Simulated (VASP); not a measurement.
A run of VASP 6.6.1 is set up as follows.

The input INCAR:

```
SYSTEM = Y
PREC = Accurate ; ENCUT = 600
EDIFF = 1E-6 ; ISMEAR = -1
SIGMA = 0.05 ; LREAL = .False.
LASPH = .True. ; NELM = 100
ALGO = Normal ; ISIF = 3
LWAVE = .False. ; LCHARG = .False.
GGA = PE ; IBRION = 2
NSW = 100 ; EDIFFG = -0.005
```

The input KPOINTS:

```
Automatic mesh
0
Gamma
  9 9 9
  0 0 0
```

POSCAR

```
Y
1.0
    0.0000000000      3.2195088072      3.2195088072
    3.2195088072      0.0000000000      3.2195088072
    3.2195088072      3.2195088072      0.0000000000
Y
2
Direct
    0.0000000000      0.0000000000      0.0000000000
    0.2500000000      0.2500000000      0.2500000000
```

Potentials or basis: VASP PAW PBE potentials, release 64 (Y_sv).

Command:

```console
$ cat potpaw_PBE.64/Y_sv/POTCAR > POTCAR
$ mpirun -np 1 vasp_std > vasp.out
```

(1) What does it give for the space group after relaxing (to 0.05 Å)?

(2) Predict the relaxed volume.

Results:

(1) Fd-3m (No. 227).

(2) 43.86 Å³/atom.

Caveat: the volume moved by over 15 % at a fixed basis, so the end points are rough.
